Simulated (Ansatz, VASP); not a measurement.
# One calculation of Si2Mo, two programs

```
CELL_PARAMETERS angstrom
-1.58400 1.58400 3.93050
1.58400 -1.58400 3.93050
1.58400 1.58400 -3.93050
ATOMIC_POSITIONS crystal
Si 0.33300 0.33300 0.00000
Si 0.66700 0.66700 0.00000
Mo 0.00000 0.00000 0.00000
```

Change from the starting cell: equal xx and yy strain of -1 %, PAW files.

Alike in both runs: task electric field gradients; functional PBEsol; k mesh 16 × 16 × 16; occupations fermi-dirac, width 0.08 eV; no spin polarisation.

```csv
,VASP,Ansatz
version,VASP 6.6.1,Ansatz 0.2.0
potentials or method,"VASP PAW PBE potentials, release 64 (Si, Mo_sv)","PAW with Ansatz's default frozen-core files, scalar-relativistic"
plane-wave cutoff (eV),520,420
valence electrons in the cell,22,22
```

Ansatz gave:

* pressure (GPa): 1.5
* traceless stress, the component that is largest in VASP (GPa): -3.14
* rms of the force components (eV/Å): 0.141
* size of Vzz on the site where it differs most (V/Å²): 10.5

Question: Which values does VASP return?

Answer: Pressure (GPa): 1.9; traceless stress, the component that is largest in VASP (GPa): -3.13; rms of the force components (eV/Å): 0.138; size of Vzz on the site where it differs most (V/Å²): 10.6.

VASP's potentials were made for PBE, not for PBEsol. Atom by atom the forces differ by 0.003 eV/Å (rms over components). The functional is the same, so the differences come from potentials, cutoffs and numerics.
